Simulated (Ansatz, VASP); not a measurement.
**One calculation of H2ClF, two programs**

```
F H Cl
1.0
     6.54602    0.00000    0.00000
     0.00000    6.54602    0.00000
     0.00000    0.00000    6.54602
F H Cl
3 6 3
Direct
  0.56023 0.18067 0.75989
  0.58198 0.19155 0.37571
  0.67468 0.60023 0.59747
  0.57489 0.20023 0.61471
  0.68386 0.08806 0.33700
  0.56071 0.65990 0.67089
  0.42137 0.97469 0.79344
  0.29853 0.29545 0.15863
  0.79018 0.74675 0.42213
  0.32842 0.79412 0.81305
  0.12592 0.32033 0.06552
  0.87705 0.87118 0.28804
```

Alike in both runs: functional PBE; dispersion D3(BJ); k mesh 1 × 1 × 1; occupations fermi-dirac, width 0.02 eV; no spin polarisation.

Ansatz relaxed the structure, and its values are those at the end. VASP's run is a single point on that final structure, the one shown.

|  | VASP | Ansatz |
| --- | --- | --- |
| version | VASP 6.6.1 | Ansatz 0.2.0 |
| potentials or method | VASP PAW PBE potentials, release 64 (F_h, H_h, Cl), cutoff 1010 eV | scalar-relativistic, plane waves, PAW |
| valence electrons in the cell | 48 | 48 |

|  | VASP | Ansatz | Ansatz less VASP |
| --- | --- | --- | --- |
| gap on the k mesh at the Fermi level (eV) | 5.76 | 5.74 | -0.017 |
| rms of the force components (eV/Å) | 0.084 | 0.058 | -0.0255 |

Ansatz's warnings: xc potential rough in thin density.
